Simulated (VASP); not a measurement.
# Pb (Fm-3m) in VASP: a series of runs, part 2 of 2

VASP 6.6.1. Earlier steps stand in the parts before.

### Step 3. Single point, PBEsol

Contents of INCAR:

```
SYSTEM = Pb
PREC = Accurate ; ENCUT = 520
EDIFF = 1E-6 ; ISMEAR = -1
SIGMA = 0.05 ; LREAL = .FALSE.
LASPH = .TRUE. ; NELM = 60
ALGO = Normal ; ISIF = 2
LWAVE = .FALSE. ; LCHARG = .TRUE.
GGA = PS ; LELF = .TRUE.
LVHAR = .TRUE. ; NBANDS = 13
```

Contents of KPOINTS:

```
Automatic mesh
0
G
  16 16 16
  0 0 0
```

Contents of POSCAR:

```
Pb
1.0
    0.0000000000      2.4656059246      2.4656059246
    2.4656059246      0.0000000000      2.4656059246
    2.4656059246      2.4656059246      0.0000000000
Pb
1
Direct
    0.0000000000      0.0000000000      0.0000000000
```

Potentials or basis: VASP PAW PBE potentials, release 64 (Pb_d).

Command:

```
$ cat potpaw_PBE.64/Pb_d/POTCAR > POTCAR
$ mpirun -np 1 vasp_std > vasp.out
```

OUTCAR:

```text
SYSTEM = Pb
   PREC = Accurate
   ENCUT = 520
   EDIFF = 1E-6
   ISMEAR = -1
   LREAL = .FALSE.
   LASPH = .TRUE.
   NELM = 60
   ISIF = 2
   GGA = PS

 ion  position               nearest neighbor table
   1  0.000  0.000  0.000-

  LATTYP: Found a face centered cubic cell.
 ALAT       =     4.9312118492

  Lattice vectors:

 A1 = (   0.0000000000,   2.4656059246,   2.4656059246)
 A2 = (   2.4656059246,   0.0000000000,   2.4656059246)
 A3 = (   2.4656059246,   2.4656059246,   0.0000000000)

Analysis of symmetry for initial positions (statically):
=====================================================================
 Subroutine PRICEL returns:
 Original cell was already a primitive cell.

 Routine SETGRP: Setting up the symmetry group for a
 face centered cubic supercell.

 Subroutine GETGRP returns: Found 48 space group operations
 (whereof 48 operations were pure point group operations)
 out of a pool of 48 trial point group operations.

The static configuration has the point symmetry O_h .

Analysis of symmetry for dynamics (positions and initial velocities):
=====================================================================
 Subroutine PRICEL returns:
 Original cell was already a primitive cell.

 Routine SETGRP: Setting up the symmetry group for a
 face centered cubic supercell.

 Subroutine GETGRP returns: Found 48 space group operations
 (whereof 48 operations were pure point group operations)
 out of a pool of 48 trial point group operations.

The dynamic configuration has the point symmetry O_h .

 Subroutine INISYM returns: Found 48 space group operations
 (whereof 48 operations are pure point group operations),
 and found     1 'primitive' translations

----------------------------------------------------------------------------------------

                                     Primitive cell

  volume of cell :      29.9779

  direct lattice vectors                    reciprocal lattice vectors
[... 108 lines left out ...]
  Thomas-Fermi vector in A             =   2.403140
   LORBIT       =      0    0 simple, 1 ext, 2 COOP (PROOUT), +10 PAW based schemes
   GGA     = PS    functional components
   LHFCALC =     F    Hartree Fock is set to
   AEXX    =    0.0000 exact exchange contribution
   IVDW    =     0    specifies the selected vdW correction
   LEPSILON=     F    determine dielectric tensor
   LRPA    =     F    only Hartree local field effects (RPA)
 non-spin polarized calculation
  energy-cutoff  :      520.00
  volume of cell :       29.98
 maximum number of plane-waves:       869
 NGX is ok and might be reduce to    28
   NGX = 13   NGY = 13   NGZ = 13

 number of electron      13.9999999 magnetization

 Free energy of the ion-electron system (eV)
  ---------------------------------------------------
  ext. energy  EPLUGINS =         0.00000000
  ---------------------------------------------------
  free energy    TOTEN  =        -4.00329841 eV

  energy without entropy =       -3.99973581  energy(sigma->0) =       -4.00151711

 E-fermi :   7.2807     XC(G=0): -10.3965

 val. band max:        7.2660859594   @ k =  -0.4375   0.3750   0.1875
 cond. band min:       7.3300900202   @ k =  -0.3125   0.3125   0.1250
 fundamental gap:      0.0640040608
 Fermi energy:         7.2806871427

 k-point     1 :       0.0000    0.0000    0.0000
  band No.  band energies     occupation
      1      -9.7685      2.00000
      2      -9.7685      2.00000
      3      -9.7685      2.00000
      4      -9.6216      2.00000
      5      -9.6216      2.00000
      6      -4.6181      2.00000
      7      14.7305      0.00000
      8      14.7305      0.00000
      9      14.7305      0.00000
     10      16.9997      0.00000
     11      18.6908      0.00000
     12      19.7922      0.00000
     13      19.7922      0.00000
[... 354 lines left out ...]
  band No.  band energies     occupation
      1      -9.7714      2.00000
      2      -9.7552      2.00000
      3      -9.7487      2.00000
      4      -9.6286      2.00000
      5      -9.6161      2.00000
      6      -4.4150      2.00000
      7      12.9088      0.00000
      8      13.7477      0.00000
      9      14.8154      0.00000
     10      16.8055      0.00000
     11      19.2686      0.00000
     12      19.8762      0.00000
     13      20.6116      0.00000

 [... further k-points ...]
[... 5 lines left out ...]
  --------------------------------------------------------------------------------------
  -------------------------------------------------------------------------------------
  Total       -0.0172316     -0.0172316     -0.0172316      0.0000000     -0.0000000      0.0000000
  in kB       -0.9209470     -0.9209470     -0.9209470      0.0000000     -0.0000000      0.0000000
  external PRESSURE =      -0.9209470 kB  Pullay stress =       0.0000000 kB

 VOLUME and BASIS-vectors are now :
 -----------------------------------------------------------------------------
  energy-cutoff  :      520.00
  volume of cell :       29.98
      direct lattice vectors                 reciprocal lattice vectors
     0.000000000  2.465605925  2.465605925    -0.202789909  0.202789909  0.202789909
     2.465605925  0.000000000  2.465605925     0.202789909 -0.202789909  0.202789909
     2.465605925  2.465605925  0.000000000     0.202789909  0.202789909 -0.202789909

 POSITION                                       TOTAL-FORCE (eV/Angst)
 -----------------------------------------------------------------------------------
      0.00000      0.00000      0.00000        -0.000000     -0.000000     -0.000000
 -----------------------------------------------------------------------------------
    total drift:                               -0.000000     -0.000000     -0.000000

  FREE ENERGIE OF THE ION-ELECTRON SYSTEM (eV)
  ---------------------------------------------------
  free  energy   TOTEN  =        -4.0032984126 eV

  energy  without entropy=       -3.9997358077  energy(sigma->0) =       -4.00151711
```

OSZICAR:

```text
N       E                     dE             d eps       ncg     rms          rms(c)
DAV:   1     0.105933187787E+03    0.10593E+03   -0.71543E+03  3806   0.126E+03
DAV:   2     0.104537459537E+01   -0.10489E+03   -0.10165E+03  3970   0.307E+02
DAV:   3    -0.390352564523E+01   -0.49489E+01   -0.49312E+01  4636   0.728E+01
DAV:   4    -0.401580986255E+01   -0.11228E+00   -0.11225E+00  4692   0.117E+01
DAV:   5    -0.402090273921E+01   -0.50929E-02   -0.50926E-02  5237   0.232E+00    0.591E-01
DAV:   6    -0.400695086934E+01    0.13952E-01   -0.18128E-02  4858   0.241E+00    0.278E-01
DAV:   7    -0.400351782158E+01    0.34330E-02   -0.73804E-03  4890   0.141E+00    0.920E-02
DAV:   8    -0.400330061806E+01    0.21720E-03   -0.42777E-04  5816   0.348E-01    0.995E-03
DAV:   9    -0.400329855600E+01    0.20621E-05   -0.86560E-06  4923   0.549E-02    0.446E-03
DAV:  10    -0.400329841259E+01    0.14341E-06   -0.57756E-07  3188   0.108E-02
   1 F= -.40032984E+01 E0= -.40015171E+01  d E =-.356260E-02
```

It took 20 s on 1 thread of Intel Xeon 6975P-C (Granite Rapids), shared host; peak memory 0.19 GiB.

Results:

* Free energy: -4.0033 eV
* Pressure: -0.1 GPa
* Band gap on the k mesh: zero (bands 7 and 8 overlap by 9.23 eV)

Levels at points of the mesh, in eV from the Fermi level:
| k point | band 5 | band 6 | band 7 | band 8 | band 9 | band 10 |
| --- | --- | --- | --- | --- | --- | --- |
| (0.00, 0.00, 0.00) | -16.90 | -11.90 | 7.45 | 7.45 | 7.45 | 9.72 |
| (0.50, 0.00, 0.00) | -16.76 | -8.20 | -4.33 | 5.58 | 5.58 | 9.18 |
| (0.50, 0.50, 0.00) | -16.73 | -6.76 | -3.38 | 2.00 | 2.00 | 5.35 |

Caveat: the PAW data sets were made with another functional, which shifts forces and pressure a little; spin-orbit coupling is left out, which moves the levels of the heavy elements.

### Step 4. Relaxation of cell and atoms, PBEsol

This run uses another cell than the first one, of 30.32 Å³/atom.

Contents of INCAR:

```
SYSTEM = Pb
PREC = Accurate
ENCUT = 600
EDIFF = 1E-6
ISMEAR = -1
SIGMA = 0.05
LREAL = .False.
LASPH = .True.
NELM = 100
ALGO = Normal
ISIF = 3
LWAVE = .False.
LCHARG = .False.
GGA = PS
IBRION = 2
NSW = 100
EDIFFG = -0.002
```

Contents of KPOINTS:

```
Automatic mesh
0
Gamma
  16 16 16
  0 0 0
```

Contents of POSCAR:

```
Pb
1.0
    0.0000000000      2.4750200000      2.4750200000
    2.4750200000      0.0000000000      2.4750200000
    2.4750200000      2.4750200000      0.0000000000
Pb
1
Direct
    0.0000000000      0.0000000000      0.0000000000
```

Command:

```
$ cat potpaw_PBE.64/Pb_d/POTCAR > POTCAR
$ mpirun -np 1 vasp_std > vasp.out
```

Run time: 36 s. Hardware: 1 thread of Intel Xeon 6975P-C (Granite Rapids), shared host; peak memory 0.2 GiB.

The run converged. Its results:

```yaml
Free_energy: -4.0034 eV
Relaxed_volume: 29.98 Å³/atom
Relaxed_cell: a = 3.487 Å, b = 3.487 Å, c = 3.487 Å, α = 60.00°, β = 60.00°, γ = 60.00°
Space_group_after_relaxing_to_0.1_Å: Fm-3m (No. 225)
Energy_gained_by_relaxing: 0.6 meV/atom
Ionic_steps: 3
Pressure_after_relaxing: 0.0 GPa
Band_gap_on_the_k_mesh: zero (bands 7 and 8 overlap by 9.23 eV)
```

Step by step:
```csv
step,energy change (eV),largest force (eV/Å),pressure (GPa),volume (Å³)
1,0.0000,0.0000,-0.57,30.32
2,-0.0005,0.0000,0.22,29.85
3,-0.0006,0.0000,0.00,29.98
```

Final structure:
```
CELL_PARAMETERS angstrom
0.00000 2.46559 2.46559
2.46559 0.00000 2.46559
2.46559 2.46559 0.00000
ATOMIC_POSITIONS crystal
Pb 0.00000 0.00000 0.00000
```

Levels at points of the mesh, in eV from the Fermi level:
```
           k point  band 3  band 4  band 5  band 6  band 7  band 8  band 9  band 10  band 11
(0.00, 0.00, 0.00)  -17.05  -16.90  -16.90  -11.90    7.45    7.45    7.45     9.72    11.41
(0.50, 0.00, 0.00)  -17.04  -16.76  -16.76   -8.20   -4.33    5.58    5.58     9.18     9.51
(0.50, 0.50, 0.00)  -16.77  -16.73  -16.73   -6.76   -3.38    2.00    2.00     5.35     6.63
```

Caveat: the PAW data sets were made with another functional, which shifts forces and pressure a little; spin-orbit coupling is left out, which moves the levels of the heavy elements.

### Step 5. Relaxation of cell and atoms, PBEsol

This run uses another cell than the first one, of 30.32 Å³/atom.

Contents of INCAR:

```
PREC     = Accurate       # precision mode
ENCUT    = 600            # plane-wave cutoff, eV
EDIFF    = 1E-7           # SCF threshold, eV
ISMEAR   = -1             # smearing method
SIGMA    = 0.05           # smearing width, eV
LREAL    = False          # projectors in reciprocal space
LASPH    = True           # aspherical terms in the spheres
NELM     = 100            # most SCF steps
ALGO     = Normal         # electronic algorithm
ISIF     = 3              # what is computed and relaxed
LWAVE    = False          # write WAVECAR
LCHARG   = False          # write CHGCAR
GGA      = PS             # functional
IBRION   = 2              # ionic algorithm
NSW      = 100            # ionic steps
EDIFFG   = -0.002         # ionic threshold
```

Contents of KPOINTS:

```
Automatic mesh
0
Gamma
  16 16 16
```

POSCAR is that of step 4.

Command:

```
$ cat potpaw_PBE.64/Pb_d/POTCAR > POTCAR
$ mpirun -np 1 vasp_std > vasp.out
```

It took 60 s on 1 thread of Intel Xeon 6975P-C (Granite Rapids), shared host; peak memory 0.21 GiB.

The run converged. Its results:

```yaml
Free_energy: -4.0034 eV
Relaxed_volume: 29.97 Å³/atom
Relaxed_cell: a = 3.487 Å, b = 3.487 Å, c = 3.487 Å, α = 60.00°, β = 60.00°, γ = 60.00°
Space_group_after_relaxing_to_0.1_Å: Fm-3m (No. 225)
Energy_gained_by_relaxing: 0.6 meV/atom
Ionic_steps: 3
Pressure_after_relaxing: 0.0 GPa
Band_gap_on_the_k_mesh: zero (bands 7 and 8 overlap by 9.23 eV)
```

Step by step:
```tsv
step	energy change (eV)	largest force (eV/Å)	pressure (GPa)	volume (Å³)
1	0.0000	0.0000	-0.56	30.32
2	-0.0005	0.0000	0.19	29.86
3	-0.0006	0.0000	0.00	29.97
```

Final structure:
```cif
data_structure
_symmetry_space_group_name_H-M 'P 1'
_symmetry_Int_Tables_number 1
_cell_length_a 3.4868
_cell_length_b 3.4868
_cell_length_c 3.4868
_cell_angle_alpha 60.000
_cell_angle_beta 60.000
_cell_angle_gamma 60.000
_cell_volume 29.97
loop_
_atom_site_label
_atom_site_type_symbol
_atom_site_fract_x
_atom_site_fract_y
_atom_site_fract_z
_atom_site_occupancy
Pb1 Pb 0.00000 0.00000 0.00000 1
```

Levels at points of the mesh, in eV from the Fermi level:
| k point | band 5 | band 6 | band 7 | band 8 | band 9 | band 10 |
| --- | --- | --- | --- | --- | --- | --- |
| (0.00, 0.00, 0.00) | -16.90 | -11.90 | 7.45 | 7.45 | 7.45 | 9.72 |
| (0.50, 0.00, 0.00) | -16.76 | -8.20 | -4.33 | 5.58 | 5.58 | 9.18 |
| (0.50, 0.50, 0.00) | -16.73 | -6.76 | -3.38 | 2.00 | 2.00 | 5.35 |

Caveat: the PAW data sets were made with another functional, which shifts forces and pressure a little; spin-orbit coupling is left out, which moves the levels of the heavy elements.

The gap in the log of VASP goes by the Fermi energy; the results here count the filled bands.